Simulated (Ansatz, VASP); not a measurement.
Two plane-wave programs on W

The input INCAR:

```
ALGO = Normal
EDIFF = 1E-6
ENCUT = 520
GGA = PS
ISIF = 2
ISMEAR = -1
LASPH = True
LCHARG = True
LELF = True
LREAL = False
LVHAR = True
LWAVE = False
NBANDS = 43
NELM = 80
PREC = Accurate
SIGMA = 0.08
```

KPOINTS

```
k-points
0
Gamma
  12 12 1
```

The input POSCAR:

```
W
1.0
    3.1537715175      0.0000000000      0.0000000000
    0.0000000000      3.1537715175      0.0000000000
    0.0000000000      0.0000000000     22.3075000000
W
5
Direct
    0.0000000000      0.0000000000      0.3650532789
    0.5000000000      0.5000000000      0.4282835857
    0.0000000000      0.0000000000      0.4999999992
    0.5000000000      0.5000000000      0.5717164151
    0.0000000000      0.0000000000      0.6349467211
```

Input for Ansatz:

```yaml
crystal:
  lattice:
    - [3.1537715175, 0.0, 0.0]
    - [0.0, 3.1537715175, 0.0]
    - [0.0, 0.0, 22.3075]
  atoms:
    - { symbol: W, position: [0.0, 0.0, 0.3650532789] }
    - { symbol: W, position: [0.5, 0.5, 0.4282835857] }
    - { symbol: W, position: [0.0, 0.0, 0.4999999992] }
    - { symbol: W, position: [0.5, 0.5, 0.5717164151] }
    - { symbol: W, position: [0.0, 0.0, 0.6349467211] }
kpoints:
  mp_grid: { grid: [12, 12, 1] }
scf:
  occupations: { method: fermi_dirac, width: 0.08 }
hamiltonian:
  xc: pbesol
  pseudopotentials: { kind: paw }
output:
  forces: true
  stress: true
  eigenvalues: true
  core_levels: { shells: { W: ["4f"] }, counted_from: fermi_level, add_spin: false }
```

Alike in both runs: task single point; functional PBEsol; k mesh 12 × 12 × 1; occupations fermi-dirac, width 0.08 eV; no spin polarisation.

|  | VASP | Ansatz |
| --- | --- | --- |
| version | VASP 6.6.1 | Ansatz 0.2.0 |
| potentials or method | VASP PAW PBE potentials, release 64 (W_sv) | PAW with Ansatz's default frozen-core files, scalar-relativistic |
| plane-wave cutoff (eV) | 520 | 420 |
| valence electrons in the cell | 70 | 70 |

Ansatz gave:

- rms of the force components (eV/Å): 0.003

Question: What did VASP give for the same quantities?

Answer: rms of the force components (eV/Å): 0.019.

VASP's potentials were made for PBE, not for PBEsol. Atom by atom the forces differ by 0.022 eV/Å (rms over components).

Spin-orbit coupling is off throughout.
